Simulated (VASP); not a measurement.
HfS2: single point with HSE06

Crystal: HfS2.

```xyz
3
Lattice="3.6604 0.0000 0.0000 -1.8302 3.1700 0.0000 0.0000 0.0000 5.9275" Properties=species:S:1:pos:R:3 pbc="T T T"
Hf    0.0000    0.0000    0.0000
S     1.8302    1.0567    4.5012
S     0.0000    2.1133    1.4263
```

This cell differs from its parent crystal: strain +0.8%.

* Program: VASP 6.6.1
* Task: single point
* Functional: HSE06
* Potentials or basis: VASP PAW PBE potentials, release 64 (Hf_pv, S)
* Cutoff: 400 eV
* k mesh: 6 × 6 × 4
* Occupations: gaussian, width 0.01 eV
* Spin: no spin polarisation
* Dipole correction: no
* Grid for exact exchange (PRECFOCK): Normal
* Further INCAR settings: ALGO = Normal; EDIFF = 1e-06; NBANDS = 18
* Share of exact exchange: 0.25
* Screening parameter: 0.2079 1/Å

```yaml
Pressure: -1.2 GPa
Largest_force: 0.199 eV/Å
Band_gap_on_the_k_mesh: 1.96 eV (least direct gap 2.81 eV)
```

Forces on the atoms (eV/Å):
```
Hf   0.000  0.000  0.000
S    0.000  0.000  0.199
S    0.000  0.000 -0.199
```

Stress tensor (GPa, compression positive):
```
-1.76  0.00  0.00
 0.00 -1.76  0.00
 0.00  0.00  0.03
```

Levels at points of the mesh, in eV from the valence-band top:
```
           k point  band 9  band 10  band 11  band 12  band 13  band 14
(0.00, 0.00, 0.00)   -0.13    -0.13     0.00     2.85     2.85     3.64
(0.50, 0.00, 0.00)   -2.64    -2.07    -1.52     2.07     5.00     5.03
(0.00, 0.00, 0.50)   -1.83    -0.25    -0.25     2.81     2.81     3.86
(0.50, 0.00, 0.50)   -2.50    -1.28    -1.01     1.96     5.01     5.06
```

It took 32 min on 1 thread of Intel(R) Xeon(R) Platinum 8559C (Emerald Rapids) (shared host), peak memory 0.28 GiB.

Caveat: the cell differs from its parent crystal (strain +0.8%); the PAW data sets were made with another functional, which shifts forces and pressure a little; spin-orbit coupling is left out, which moves the levels of the heavy elements; this functional lacks dispersion, which binds the layers, so the pressure and a relaxed spacing across them are unreliable. A k mesh can miss the band edges.
